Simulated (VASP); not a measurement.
Input of a VASP 6.6.1 run:

INCAR

```
SYSTEM = InP2N3
PREC = Accurate
ENCUT = 520
EDIFF = 1E-7
ISMEAR = 0
SIGMA = 0.1
LREAL = .False.
LASPH = .True.
NELM = 80
ALGO = Normal
ISIF = 2
LWAVE = .False.
LCHARG = .False.
GGA = PE
NBANDS = 28
```

KPOINTS

```
regular mesh
0
Gamma
  12 12 4
  0 0 0
```

POSCAR

```
InP2N3
1.0
    2.9959427696      0.0000000000      0.0000000000
    0.0000000000      2.9959427696      0.0000000000
    0.0000000000      0.0000000000     11.2957136822
In P N
1 2 3
Direct
    0.5000000000      0.5000000000      0.1699618202
    0.0000000000      0.0000000000      0.9141928034
    0.5000000000      0.5000000000      0.7246328850
    0.0000000000      0.0000000000      0.7557484575
    0.0000000000      0.0000000000      0.0543652767
    0.5000000000      0.5000000000      0.8810977173
```

Potentials or basis: VASP PAW PBE potentials, release 64 (In_d, P, N).

Command:

```console
$ cat potpaw_PBE.64/In_d/POTCAR potpaw_PBE.64/P/POTCAR potpaw_PBE.64/N/POTCAR > POTCAR
$ mpirun -np 1 vasp_std > vasp.out
```

Estimate the band gap on the k mesh.

zero (bands 19 and 20 overlap by 0.81 eV).

Predict the pressure.

-0.2 GPa.

Predict the largest force.

0.061 eV/Å.

Forces in eV/Å, atoms in the order of the input:
```
In   0.000  0.000 -0.003
P    0.000  0.000 -0.030
P    0.000  0.000  0.061
N    0.000  0.000  0.006
N    0.000  0.000  0.025
N    0.000  0.000 -0.059
```

Caveat: spin-orbit coupling is left out, which moves the levels of the heavy elements.
